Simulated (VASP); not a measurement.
A run of VASP 6.6.1 is set up as follows.

Contents of INCAR:

```
SYSTEM = HfO2
PREC = Accurate ; ENCUT = 520
EDIFF = 1E-7 ; ISMEAR = 0
SIGMA = 0.05 ; LREAL = .False.
LASPH = .True. ; NELM = 80
ALGO = Normal ; ISIF = 2
LWAVE = .False. ; LCHARG = .True.
GGA = PE ; LELF = .True.
LVHAR = .True. ; NBANDS = 18
```

KPOINTS

```
Automatic mesh
0
Gamma
  8 8 8
  0 0 0
```

POSCAR

```
HfO2
1.0
    0.1346738921      2.5481845041      2.5481845041
    2.5481845041      0.1346738921      2.5481845041
    2.5481845041      2.5481845041      0.1346738921
Hf O
1 2
Direct
    0.0000000000      0.0000000000      0.0000000000
    0.2500000000      0.2500000000      0.2500000000
    0.7500000000      0.7500000000      0.7500000000
```

Potentials or basis: VASP PAW PBE potentials, release 64 (Hf_pv, O).

Launch:

```console
$ cat potpaw_PBE.64/Hf_pv/POTCAR potpaw_PBE.64/O/POTCAR > POTCAR
$ mpirun -np 1 vasp_std > vasp.out
```

(1) Predict the band gap on the k mesh.

(2) Estimate the pressure.

(3) Predict the largest force.

Answers

(1) 4.05 eV, direct.

(2) 22.2 GPa.

(3) 0.773 eV/Å.

Caveat: spin-orbit coupling is left out, which moves the levels of the heavy elements.
